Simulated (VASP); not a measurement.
# Ti (Im-3m) in VASP: a series of runs

Aim: see how the results for Ti move with the level of theory and the settings. Levels: PBE, LDA, r2SCAN. Tasks: relaxation of cell and atoms, single point.

All numbers are computed with VASP 6.6.1; they aren't measurements. Logs are shortened: lines on timing, memory, paths and dates and some standing lists are left out, and cuts for length are marked.

## 1. The cell of the first run

Symmetry: Im-3m, No. 229, cubic system. The conventional cell has a = 2.988 Å, b = 2.988 Å, c = 2.988 Å, α = 90.00°, β = 90.00°, γ = 90.00°. Ti (site symmetry m-3m) has 14 Ti at 2.59 to 2.99 Å within 3.4 Å.

## 2. Relaxation of cell and atoms, PBE, target pressure 50 GPa, at which the enthalpy is minimised

INCAR

```
PREC = Accurate
ENCUT = 600
EDIFF = 1E-6
ISMEAR = 0
SIGMA = 0.1
LREAL = False
LASPH = True
NELM = 80
ALGO = Normal
ISIF = 3
LWAVE = False
LCHARG = False
GGA = PE
IBRION = 2
NSW = 70
EDIFFG = -0.008
PSTRESS = 500.0
```

KPOINTS

```
Automatic mesh
0
Gamma
  20 20 20
```

POSCAR

```
Ti
1.0
   -1.4941608131      1.4941608131      1.4941608131
    1.4941608131     -1.4941608131      1.4941608131
    1.4941608131      1.4941608131     -1.4941608131
Ti
1
Direct
    0.0000000000      0.0000000000      0.0000000000
```

Potentials or basis: VASP PAW PBE potentials, release 64 (Ti_sv).

Launch:

```bash
> cat potpaw_PBE.64/Ti_sv/POTCAR > POTCAR
> mpirun -np 1 vasp_std > vasp.out
```

OUTCAR:

```text
PREC = Accurate
   ENCUT = 600
   EDIFF = 1E-6
   ISMEAR = 0
   LREAL = False
   LASPH = True
   NELM = 80
   ISIF = 3
   GGA = PE
   IBRION = 2
   NSW = 70
   EDIFFG = -0.008
   PSTRESS = 500.0

 ion  position               nearest neighbor table
   1  0.000  0.000  0.000-

  LATTYP: Found a body centered cubic cell.
 ALAT       =     2.9883216262

  Lattice vectors:

 A1 = (  -1.4941608131,   1.4941608131,   1.4941608131)
 A2 = (   1.4941608131,  -1.4941608131,   1.4941608131)
 A3 = (   1.4941608131,   1.4941608131,  -1.4941608131)

Analysis of symmetry for initial positions (statically):
=====================================================================
 Subroutine PRICEL returns:
 Original cell was already a primitive cell.

 Routine SETGRP: Setting up the symmetry group for a
 body centered cubic supercell.

 Subroutine GETGRP returns: Found 48 space group operations
 (whereof 48 operations were pure point group operations)
 out of a pool of 48 trial point group operations.

The static configuration has the point symmetry O_h .

Analysis of symmetry for dynamics (positions and initial velocities):
=====================================================================
 Subroutine PRICEL returns:
 Original cell was already a primitive cell.

 Routine SETGRP: Setting up the symmetry group for a
 body centered cubic supercell.

 Subroutine GETGRP returns: Found 48 space group operations
 (whereof 48 operations were pure point group operations)
 out of a pool of 48 trial point group operations.

The dynamic configuration has the point symmetry O_h .

 Subroutine INISYM returns: Found 48 space group operations
 (whereof 48 operations are pure point group operations),
 and found     1 'primitive' translations

----------------------------------------------------------------------------------------

                                     Primitive cell

  volume of cell :      13.3430

  direct lattice vectors                    reciprocal lattice vectors
    -1.494160813  1.494160813  1.494160813     0.000000000  0.334636001  0.334636001
     1.494160813 -1.494160813  1.494160813     0.334636001  0.000000000  0.334636001
     1.494160813  1.494160813 -1.494160813     0.334636001  0.334636001  0.000000000

  length of vectors
     2.587962443  2.587962443  2.587962443     0.473246772  0.473246772  0.473246772

  position of ions in fractional coordinates (direct lattice)
     0.000000000  0.000000000  0.000000000

  ion indices of the primitive-cell ions
   primitive index   ion index
                 1           1

----------------------------------------------------------------------------------------

 KPOINTS: Automatic mesh

Automatic generation of k-mesh.
 Grid dimensions read from file:
 generate k-points for:   20   20   20

 Generating k-lattice:

  Cartesian coordinates                     Fractional coordinates (reciprocal lattice)
     0.000000000  0.016731800  0.016731800     0.050000000  0.000000000  0.000000000
     0.016731800  0.000000000  0.016731800     0.000000000  0.050000000  0.000000000
     0.016731800  0.016731800  0.000000000     0.000000000  0.000000000  0.050000000

  Length of vectors
     0.023662339  0.023662339  0.023662339

  Shift w.r.t. Gamma in fractional coordinates (k-lattice)
     0.000000000  0.000000000  0.000000000

 Subroutine IBZKPT returns following result:
 ===========================================

 Found    256 irreducible k-points:

 Following reciprocal coordinates:
            Coordinates               Weight
  0.000000  0.000000  0.000000      1.000000
  0.050000  0.000000  0.000000     12.000000
  0.100000  0.000000  0.000000     12.000000
  0.150000  0.000000  0.000000     12.000000
  0.200000  0.000000  0.000000     12.000000
  0.250000  0.000000  0.000000     12.000000
[... 16 lines left out ...]
  0.200000  0.100000 -0.000000     48.000000
  0.250000  0.100000 -0.000000     48.000000
 [... further k-points ...]
   k-points           NKPTS =    256   k-points in BZ     NKDIM =    256   number of bands    NBANDS=     10
   number of dos      NEDOS =    301   number of ions     NIONS =      1
   total plane-waves  NPLWV =  13824
   dimension x,y,z NGX =    24 NGY =   24 NGZ =   24
   dimension x,y,z NGXF=    48 NGYF=   48 NGZF=   48
   ions per type =               1
   NGX,Y,Z   is equivalent  to a cutoff of  15.42, 15.42, 15.42 a.u.
   NGXF,Y,Z  is equivalent  to a cutoff of  30.83, 30.83, 30.83 a.u.
 SYSTEM =  unknown system
   PREC   = accura    normal or accurate (medium, high low for compatibility)
   ISTART =      0    job   : 0-new  1-cont  2-samecut
   ICHARG =      2    charge: 1-file 2-atom 10-const
   ISPIN  =      1    spin polarized calculation?
   LNONCOLLINEAR =      F non collinear calculations
   LSORBIT =      F    spin-orbit coupling
   LASPH  =      T    aspherical Exc in radial PAW
   ENCUT  =  600.0 eV  44.10 Ry    6.64 a.u.   5.17  5.17  5.17*2*pi/ulx,y,z
   NELM   =     80;   NELMIN=  2; NELMDL= -5     # of ELM steps
   EDIFF  = 0.1E-05   stopping-criterion for ELM
   LREAL  =      F    real-space projection
   EDIFFG = -.8E-02   stopping-criterion for IOM
   NSW    =     70    number of steps for IOM
   IBRION =      2    ionic relax: 0-MD 1-quasi-New 2-CG
   NFREE  =      1    steps in history (QN), initial steepest desc. (CG)
   ISIF   =      3    stress and relaxation
   ISYM   =      2    0-nonsym 1-usesym 2-fastsym
   POTIM  = 0.5000    time-step for ionic-motion
   TEBEG  =    0.0;   TEEND  =   0.0 temperature during run
   PSTRESS=  500.0 pullay stress
   NELECT =      12.0000    total number of electrons
   NUPDOWN=      -1.0000    fix difference up-down
   EMIN   =  10.00;   EMAX   =-10.00  energy-range for DOS
   EFERMI =   0.00;   METHOD = LEGACY
   ISMEAR =     0;   SIGMA  =   0.10  broadening in eV -4-tet -1-fermi 0-gaus
   EFERMI_NEDOS =   21; number of points for ismear=-14 and -15
   IALGO  =     38    algorithm
   IMIX   =      4    mixing-type and parameters
     AMIX     =   0.40;   BMIX     =  1.00
     AMIX_MAG =   1.60;   BMIX_MAG =  1.00
  volume/ion in A,a.u.               =      13.34        90.04
  Fermi-wavevector in a.u.,A,eV,Ry     =   1.580221  2.986185 33.975099  2.497099
  Thomas-Fermi vector in A             =   2.680482
   LORBIT       =      0    0 simple, 1 ext, 2 COOP (PROOUT), +10 PAW based schemes
   GGA     = PE    functional components
   LHFCALC =     F    Hartree Fock is set to
   AEXX    =    0.0000 exact exchange contribution
   IVDW    =     0    specifies the selected vdW correction
   LEPSILON=     F    determine dielectric tensor
   LRPA    =     F    only Hartree local field effects (RPA)
 conjugate gradient relaxation of ions
 non-spin polarized calculation
 Gauss-broadening in eV      SIGMA  =   0.10
  energy-cutoff  :      600.00
  volume of cell :       13.34
 maximum number of plane-waves:       466
 NGX is ok and might be reduce to    24
   NGX = 11   NGY = 11   NGZ = 11

--------------------------------------- Ionic step        1  -------------------------------------------

 number of electron      11.9999999 magnetization

 Free energy of the ion-electron system (eV)
  ---------------------------------------------------
  ext. energy  EPLUGINS =         0.00000000
  ---------------------------------------------------
  free energy    TOTEN  =        -7.32053549 eV

  energy without entropy =       -7.31338616  energy(sigma->0) =       -7.31696083

------------------------ aborting loop because EDIFF is reached ----------------------------------------

  FORCE on cell =-STRESS in cart. coord.  units (eV):
  Direction    XX          YY          ZZ          XY          YZ          ZX
  --------------------------------------------------------------------------------------
  -------------------------------------------------------------------------------------
  Total        3.3636273      3.3636273      3.3636273      0.0000000      0.0000000     -0.0000000
  in kB      403.8930947    403.8930947    403.8930947      0.0000000      0.0000000     -0.0000000
  external PRESSURE =     -96.1069053 kB  Pullay stress =     500.0000000 kB
[... 96 lines left out ...]
  enthalpy is  TOTEN    =        -3.1733443913 eV   P V=        3.9969744472

--------------------------------------- Ionic step        4  -------------------------------------------

 number of electron      11.9999999 magnetization

 Free energy of the ion-electron system (eV)
  ---------------------------------------------------
  ext. energy  EPLUGINS =         0.00000000
  ---------------------------------------------------
  free energy    TOTEN  =        -7.16703335 eV

  energy without entropy =       -7.15995313  energy(sigma->0) =       -7.16349324

 E-fermi :  11.6851     XC(G=0): -13.0089

 val. band max:       11.6783441221   @ k =   0.2500   0.1500   0.0500
 cond. band min:      11.6987002920   @ k =   0.2000   0.2000   0.0000
 fundamental gap:      0.0203561699
 Fermi energy:        11.6850872701

 k-point     1 :       0.0000    0.0000    0.0000
  band No.  band energies     occupation
      1     -44.4145      2.00000
      2     -19.6666      2.00000
      3     -19.6666      2.00000
      4     -19.6666      2.00000
      5       5.2704      2.00000
      6      12.8739      0.00000
      7      12.8739      0.00000
      8      12.8739      0.00000
      9      15.4000      0.00000
     10      15.4000      0.00000
[... 287 lines left out ...]
 k-point    24 :       0.2500    0.1000   -0.0000
  band No.  band energies     occupation
      1     -44.1213      2.00000
      2     -20.8306      2.00000
      3     -20.0265      2.00000
      4     -19.7387      2.00000
      5       8.4086      2.00000
      6      11.4181      1.99984
      7      11.9322      0.00048
      8      14.9204      0.00000
      9      15.8601      0.00000
     10      16.1888      0.00000

 [... further k-points ...]

------------------------ aborting loop because EDIFF is reached ----------------------------------------

  FORCE on cell =-STRESS in cart. coord.  units (eV):
  Direction    XX          YY          ZZ          XY          YZ          ZX
  --------------------------------------------------------------------------------------
  -------------------------------------------------------------------------------------
  Total        3.9878143      3.9878143      3.9878143     -0.0000000     -0.0000000      0.0000000
  in kB      499.2655997    499.2655997    499.2655997     -0.0000000     -0.0000000      0.0000000
  external PRESSURE =      -0.7344003 kB  Pullay stress =     500.0000000 kB
[... 16 lines left out ...]
  FREE ENERGIE OF THE ION-ELECTRON SYSTEM (eV)
  ---------------------------------------------------
  free  energy   TOTEN  =        -7.1670333483 eV

  energy  without entropy=       -7.1599531283  energy(sigma->0) =       -7.16349324

  enthalpy is  TOTEN    =        -3.1733531631 eV   P V=        3.9936801852

 reached required accuracy - stopping structural energy minimisation
```

Wall time 38 s (1 thread of Intel Xeon 6975P-C (Granite Rapids), shared host); peak memory 0.18 GiB.

Results:

```
Free energy                                            : -7.1670 eV
Relaxed volume                                         : 12.80 Å³/atom
Relaxed cell                                           : a = 2.552 Å, b = 2.552 Å, c = 2.552 Å, α = 109.47°, β = 109.47°, γ = 109.47°
Space group after relaxing (to 0.05 Å)                 : Im-3m (No. 229)
Energy change on relaxing (the enthalpy is what falls) : +153.5 meV/atom
Ionic steps                                            : 4
Pressure after relaxing                                : 49.9 GPa
Band gap on the k mesh                                 : zero (band 6 reaches 12.87 eV, above the bottom of band 7 at 10.94 eV)
```

Step by step:
```tsv
step	energy change (eV)	largest force (eV/Å)	pressure (GPa)	volume (Å³)
1	0.0000	0.0000	40.39	13.34
2	0.5024	0.0000	69.58	11.86
3	0.1502	0.0000	49.82	12.81
4	0.1535	0.0000	49.93	12.80
```

Final structure:
```
Ti
1.0
    -1.47350    1.47350    1.47350
     1.47350   -1.47350    1.47350
     1.47350    1.47350   -1.47350
Ti
1
Direct
  0.00000 0.00000 0.00000
```

Levels at points of the mesh, in eV from the Fermi level:
| k point | band 4 | band 5 | band 6 | band 7 | band 8 | band 9 |
| --- | --- | --- | --- | --- | --- | --- |
| (0.00, 0.00, 0.00) | -31.35 | -6.41 | 1.19 | 1.19 | 1.19 | 3.71 |
| (0.50, 0.00, 0.00) | -31.38 | -3.35 | -0.87 | 2.53 | 3.81 | 4.30 |
| (0.50, 0.50, 0.50) | -32.47 | -3.42 | -3.42 | 5.58 | 5.58 | 5.58 |

Caveat: the cell is relaxed towards a set pressure, so the enthalpy falls and the energy may rise.

(Part 1 of 2 ends here.)
